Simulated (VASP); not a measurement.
# Ga (P6/mmm) in VASP: relaxation of cell and atoms with PBEsol

Aim: the relaxation of cell and atoms of Ga with PBEsol.

All numbers are computed with VASP 6.6.1; they aren't measurements. Logs are shortened: lines on timing, memory, paths and dates and some standing lists are left out, and cuts for length are marked.

## Step 1: The cell of the first run

The structure is hexagonal, space group P6/mmm (No. 191). The conventional cell has a = 4.341 Å, b = 4.341 Å, c = 2.717 Å, α = 90.00°, β = 90.00°, γ = 120.00°. Within 3.3 Å of Ga (site symmetry -6m2) lie 5 Ga at 2.51 to 2.72 Å.

This isn't the form of Ga at room conditions, which is orthorhombic.

## Step 2: Relaxation of cell and atoms, PBEsol

File INCAR:

```
SYSTEM = Ga
  PREC = Accurate
  ENCUT = 600
  EDIFF = 1E-7
  ISMEAR = 0
  SIGMA = 0.1
  LREAL = .False.
  LASPH = .True.
  NELM = 100
  ALGO = Fast
  ISIF = 3
  LWAVE = .False.
  LCHARG = .False.
  GGA = PS
  IBRION = 2
  NSW = 100
  EDIFFG = -0.01
```

File KPOINTS:

```
regular mesh
0
Gamma
  15 15 20
  0 0 0
```

File POSCAR:

```
Ga
1.0
    4.3414981617      0.0000000000      0.0000000000
   -2.1707490809      3.7598476985      0.0000000000
    0.0000000000      0.0000000000      2.7170046019
Ga
2
Direct
    0.3333333333      0.6666666667      0.0000000000
    0.6666666667      0.3333333333      0.0000000000
```

Potentials or basis: VASP PAW PBE potentials, release 64 (Ga_d).

Run with:

```
$ cat potpaw_PBE.64/Ga_d/POTCAR > POTCAR
$ mpirun -np 1 vasp_std > vasp.out
```

OUTCAR:

```text
SYSTEM = Ga
   PREC = Accurate
   ENCUT = 600
   EDIFF = 1E-7
   ISMEAR = 0
   LREAL = .False.
   LASPH = .True.
   NELM = 100
   ISIF = 3
   GGA = PS
   IBRION = 2
   NSW = 100
   EDIFFG = -0.01

 ion  position               nearest neighbor table
   1  0.333  0.667  0.000-   2 2.51   2 2.51   2 2.51
   2  0.667  0.333  0.000-   1 2.51   1 2.51   1 2.51

  LATTYP: Found a hexagonal cell.
 ALAT       =     4.3414981617
 C/A-ratio  =     0.6258218939

  Lattice vectors:

 A1 = (   4.3414981617,   0.0000000000,   0.0000000000)
 A2 = (  -2.1707490809,   3.7598476985,   0.0000000000)
 A3 = (   0.0000000000,   0.0000000000,   2.7170046019)

Analysis of symmetry for initial positions (statically):
=====================================================================
 Subroutine PRICEL returns:
 Original cell was already a primitive cell.

 Routine SETGRP: Setting up the symmetry group for a
 hexagonal supercell.

 Subroutine GETGRP returns: Found 24 space group operations
 (whereof 24 operations were pure point group operations)
 out of a pool of 24 trial point group operations.

The static configuration has the point symmetry D_6h.

Analysis of symmetry for dynamics (positions and initial velocities):
=====================================================================
 Subroutine PRICEL returns:
 Original cell was already a primitive cell.

 Routine SETGRP: Setting up the symmetry group for a
 hexagonal supercell.

 Subroutine GETGRP returns: Found 24 space group operations
 (whereof 24 operations were pure point group operations)
 out of a pool of 24 trial point group operations.

The dynamic configuration has the point symmetry D_6h.

 Subroutine INISYM returns: Found 24 space group operations
 (whereof 24 operations are pure point group operations),
 and found     1 'primitive' translations

----------------------------------------------------------------------------------------

                                     Primitive cell

  volume of cell :      44.3507

  direct lattice vectors                    reciprocal lattice vectors
     4.341498162  0.000000000  0.000000000     0.230335235  0.132984110  0.000000000
    -2.170749081  3.759847698  0.000000000     0.000000000  0.265968220  0.000000000
     0.000000000  0.000000000  2.717004602     0.000000000  0.000000000  0.368052376

  length of vectors
     4.341498162  4.341498162  2.717004602     0.265968220  0.265968220  0.368052376

  position of ions in fractional coordinates (direct lattice)
     0.333333333  0.666666667  0.000000000
     0.666666667  0.333333333  0.000000000

  ion indices of the primitive-cell ions
   primitive index   ion index
                 1           1
                 2           2

----------------------------------------------------------------------------------------

 KPOINTS: regular mesh

Automatic generation of k-mesh.
 Grid dimensions read from file:
 generate k-points for:   15   15   20

 Generating k-lattice:

  Cartesian coordinates                     Fractional coordinates (reciprocal lattice)
     0.015355682  0.008865607  0.000000000     0.066666667  0.000000000  0.000000000
     0.000000000  0.017731215  0.000000000     0.000000000  0.066666667  0.000000000
     0.000000000  0.000000000  0.018402619     0.000000000  0.000000000  0.050000000

  Length of vectors
     0.017731215  0.017731215  0.018402619

  Shift w.r.t. Gamma in fractional coordinates (k-lattice)
     0.000000000  0.000000000  0.000000000

 Subroutine IBZKPT returns following result:
 ===========================================

 Found    297 irreducible k-points:

 Following reciprocal coordinates:
            Coordinates               Weight
  0.000000  0.000000  0.000000      1.000000
  0.066667 -0.000000  0.000000      6.000000
  0.133333  0.000000  0.000000      6.000000
  0.200000 -0.000000  0.000000      6.000000
  0.266667  0.000000  0.000000      6.000000
  0.333333 -0.000000  0.000000      6.000000
[... 16 lines left out ...]
  0.333333  0.200000  0.000000     12.000000
  0.400000  0.200000  0.000000      6.000000
 [... further k-points ...]
   k-points           NKPTS =    297   k-points in BZ     NKDIM =    297   number of bands    NBANDS=     17
   number of dos      NEDOS =    301   number of ions     NIONS =      2
   total plane-waves  NPLWV =  31104
   dimension x,y,z NGX =    36 NGY =   36 NGZ =   24
   dimension x,y,z NGXF=    72 NGYF=   72 NGZF=   48
   ions per type =               2
   NGX,Y,Z   is equivalent  to a cutoff of  13.79, 13.79, 14.68 a.u.
   NGXF,Y,Z  is equivalent  to a cutoff of  27.57, 27.57, 29.37 a.u.
 SYSTEM =  Ga
   PREC   = accura    normal or accurate (medium, high low for compatibility)
   ISTART =      0    job   : 0-new  1-cont  2-samecut
   ICHARG =      2    charge: 1-file 2-atom 10-const
   ISPIN  =      1    spin polarized calculation?
   LNONCOLLINEAR =      F non collinear calculations
   LSORBIT =      F    spin-orbit coupling
   LASPH  =      T    aspherical Exc in radial PAW
   ENCUT  =  600.0 eV  44.10 Ry    6.64 a.u.   8.67  8.67  5.43*2*pi/ulx,y,z
   NELM   =    100;   NELMIN=  2; NELMDL= -5     # of ELM steps
   EDIFF  = 0.1E-06   stopping-criterion for ELM
   LREAL  =      F    real-space projection
   EDIFFG = -.1E-01   stopping-criterion for IOM
   NSW    =    100    number of steps for IOM
   IBRION =      2    ionic relax: 0-MD 1-quasi-New 2-CG
   NFREE  =      1    steps in history (QN), initial steepest desc. (CG)
   ISIF   =      3    stress and relaxation
   ISYM   =      2    0-nonsym 1-usesym 2-fastsym
   POTIM  = 0.5000    time-step for ionic-motion
   TEBEG  =    0.0;   TEEND  =   0.0 temperature during run
   PSTRESS=    0.0 pullay stress
   NELECT =      26.0000    total number of electrons
   NUPDOWN=      -1.0000    fix difference up-down
   EMIN   =  10.00;   EMAX   =-10.00  energy-range for DOS
   EFERMI =   0.00;   METHOD = LEGACY
   ISMEAR =     0;   SIGMA  =   0.10  broadening in eV -4-tet -1-fermi 0-gaus
   EFERMI_NEDOS =   21; number of points for ismear=-14 and -15
   IALGO  =     68    algorithm
   IMIX   =      4    mixing-type and parameters
     AMIX     =   0.40;   BMIX     =  1.00
     AMIX_MAG =   1.60;   BMIX_MAG =  1.00
  volume/ion in A,a.u.               =      22.18       149.65
  Fermi-wavevector in a.u.,A,eV,Ry     =   1.370143  2.589195 25.542102  1.877292
  Thomas-Fermi vector in A             =   2.495955
   LORBIT       =      0    0 simple, 1 ext, 2 COOP (PROOUT), +10 PAW based schemes
   GGA     = PS    functional components
   LHFCALC =     F    Hartree Fock is set to
   AEXX    =    0.0000 exact exchange contribution
   IVDW    =     0    specifies the selected vdW correction
   LEPSILON=     F    determine dielectric tensor
   LRPA    =     F    only Hartree local field effects (RPA)
 conjugate gradient relaxation of ions
 non-spin polarized calculation
 RMM-DIIS sequential band-by-band and
 Gauss-broadening in eV      SIGMA  =   0.10
  energy-cutoff  :      600.00
  volume of cell :       44.35
 maximum number of plane-waves:      1495
 NGX is ok and might be reduce to    36
   NGX = 17   NGY = 17   NGZ = 11

--------------------------------------- Ionic step        1  -------------------------------------------

 number of electron      25.9999990 magnetization

 Free energy of the ion-electron system (eV)
  ---------------------------------------------------
  ext. energy  EPLUGINS =         0.00000000
  ---------------------------------------------------
  free energy    TOTEN  =        -6.35879356 eV

  energy without entropy =       -6.35515242  energy(sigma->0) =       -6.35697299

------------------------ aborting loop because EDIFF is reached ----------------------------------------

  FORCE on cell =-STRESS in cart. coord.  units (eV):
  Direction    XX          YY          ZZ          XY          YZ          ZX
  --------------------------------------------------------------------------------------
  -------------------------------------------------------------------------------------
  Total        0.1254581      0.1254581     -0.1687666     -0.0000000     -0.0000000      0.0000000
  in kB        4.5322014      4.5322014     -6.0967286     -0.0000000     -0.0000000      0.0000000
  external PRESSURE =       0.9892248 kB  Pullay stress =       0.0000000 kB

 VOLUME and BASIS-vectors are now :
 -----------------------------------------------------------------------------
  energy-cutoff  :      600.00
  volume of cell :       44.35
      direct lattice vectors                 reciprocal lattice vectors
     4.341498162  0.000000000  0.000000000     0.230335235  0.132984110  0.000000000
    -2.170749081  3.759847698  0.000000000     0.000000000  0.265968220  0.000000000
     0.000000000  0.000000000  2.717004602     0.000000000  0.000000000  0.368052376
[... 37 lines left out ...]
 POSITION                                       TOTAL-FORCE (eV/Angst)
 -----------------------------------------------------------------------------------
     -0.00000      2.51415      2.70594        -0.000000      0.000000     -0.000000
      2.17732      1.25708      0.00000         0.000000     -0.000000      0.000000
 -----------------------------------------------------------------------------------
    total drift:                                0.000000      0.000000      0.000000

  FREE ENERGIE OF THE ION-ELECTRON SYSTEM (eV)
  ---------------------------------------------------
  free  energy   TOTEN  =        -6.3596381474 eV

  energy  without entropy=       -6.3560629022  energy(sigma->0) =       -6.35785052

--------------------------------------- Ionic step        3  -------------------------------------------

 number of electron      25.9999990 magnetization

 Free energy of the ion-electron system (eV)
  ---------------------------------------------------
  ext. energy  EPLUGINS =         0.00000000
  ---------------------------------------------------
  free energy    TOTEN  =        -6.35966449 eV

  energy without entropy =       -6.35609391  energy(sigma->0) =       -6.35787920

 E-fermi :   3.7385     XC(G=0): -10.0506

 val. band max:        3.7333348321   @ k =   0.3333   0.2667   0.5000
 cond. band min:       3.7411726917   @ k =   0.4000   0.0667   0.3500
 fundamental gap:      0.0078378596
 Fermi energy:         3.7385094234

 k-point     1 :       0.0000    0.0000    0.0000
  band No.  band energies     occupation
      1     -11.4555      2.00000
      2     -11.2060      2.00000
      3     -11.1702      2.00000
      4     -11.1702      2.00000
      5     -11.0322      2.00000
      6     -11.0322      2.00000
[... 9 lines left out ...]
     16       6.9607      0.00000
     17       9.8316      0.00000
[... 441 lines left out ...]
 k-point    24 :       0.4000    0.2000    0.0000
  band No.  band energies     occupation
      1     -11.3876      2.00000
      2     -11.3844      2.00000
      3     -11.3456      2.00000
      4     -11.1135      2.00000
      5     -11.0545      2.00000
      6     -10.9758      2.00000
[... 9 lines left out ...]
     16      11.0807      0.00000
     17      14.9630      0.00000

 [... further k-points ...]

------------------------ aborting loop because EDIFF is reached ----------------------------------------

  FORCE on cell =-STRESS in cart. coord.  units (eV):
  Direction    XX          YY          ZZ          XY          YZ          ZX
  --------------------------------------------------------------------------------------
  -------------------------------------------------------------------------------------
  Total       -0.0065409     -0.0065409     -0.0047164      0.0000000     -0.0000000      0.0000000
  in kB       -0.2357169     -0.2357169     -0.1699665      0.0000000     -0.0000000      0.0000000
  external PRESSURE =      -0.2138001 kB  Pullay stress =       0.0000000 kB

 VOLUME and BASIS-vectors are now :
 -----------------------------------------------------------------------------
  energy-cutoff  :      600.00
  volume of cell :       44.46
      direct lattice vectors                 reciprocal lattice vectors
     4.357785176 -0.000000000  0.000000000     0.229474368  0.132487088 -0.000000000
    -2.178892588  3.773952666 -0.000000000     0.000000000  0.264974177  0.000000000
     0.000000000 -0.000000000  2.703293263    -0.000000000  0.000000000  0.369919170

 POSITION                                       TOTAL-FORCE (eV/Angst)
 -----------------------------------------------------------------------------------
     -0.00000      2.51597     -0.00000        -0.000000     -0.000000     -0.000000
      2.17889      1.25798      0.00000         0.000000      0.000000      0.000000
 -----------------------------------------------------------------------------------
    total drift:                                0.000000      0.000000      0.000000

  FREE ENERGIE OF THE ION-ELECTRON SYSTEM (eV)
  ---------------------------------------------------
  free  energy   TOTEN  =        -6.3596644880 eV

  energy  without entropy=       -6.3560939110  energy(sigma->0) =       -6.35787920

 reached required accuracy - stopping structural energy minimisation
```

It took 3.4 min on 1 thread of Intel Xeon 6975P-C (Granite Rapids), shared host; peak memory 0.35 GiB.

What came out:

```
Free energy                           : -6.3597 eV
Relaxed volume                        : 22.23 Å³/atom
Relaxed cell                          : a = 4.358 Å, b = 4.358 Å, c = 2.703 Å, α = 90.00°, β = 90.00°, γ = 120.00°
Space group after relaxing (to 0.1 Å) : P6/mmm (No. 191)
Energy gained by relaxing             : 0.4 meV/atom
Ionic steps                           : 3
Pressure after relaxing               : 0.0 GPa
Band gap on the k mesh                : zero (bands 13 and 14 overlap by 4.12 eV)
```

Step by step:
```csv
step,energy change (eV),largest force (eV/Å),pressure (GPa),volume (Å³)
1,0.0000,0.0000,0.10,44.35
2,-0.0008,0.0000,0.01,44.44
3,-0.0009,0.0000,-0.02,44.46
```

Final structure:
```xyz
2
Lattice="4.3578 0.0000 0.0000 -2.1789 3.7740 0.0000 0.0000 0.0000 2.7033" Properties=species:S:1:pos:R:3 pbc="T T T"
Ga    0.0000    2.5160    0.0000
Ga    2.1789    1.2580    0.0000
```

Caveat: the PAW data sets were made with another functional, which shifts forces and pressure a little.
